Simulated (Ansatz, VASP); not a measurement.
**One calculation of Li, two programs**

```
Li
1.0
     0.00000    2.20200    2.20200
     2.20200    0.00000    2.20200
     2.20200    2.20200    0.00000
Li
1
Direct
  0.00000 0.00000 0.00000
```

Alike in both runs: task single point; functional PBEsol; k mesh 8 × 8 × 8; no spin polarisation.

|  | VASP | Ansatz |
| --- | --- | --- |
| version | VASP 6.6.1 | Ansatz 0.2.0 |
| potentials or method | VASP PAW PBE potentials, release 64 (Li_sv) | plane waves, PAW |
| plane-wave cutoff (eV) | 750 | 420 |
| occupations | fermi-dirac, width 0.1 eV | fermi-dirac |
| valence electrons in the cell | 3 | 3 |

```csv
,VASP,Ansatz,Ansatz less VASP
gap on the k mesh at the Fermi level (eV),none,none,-
pressure (GPa),-0.7,-0.6,+0.10
```

VASP's potentials were made for PBE, not for PBEsol. A gap of «none» marks a metal or a gap that the smearing closes.
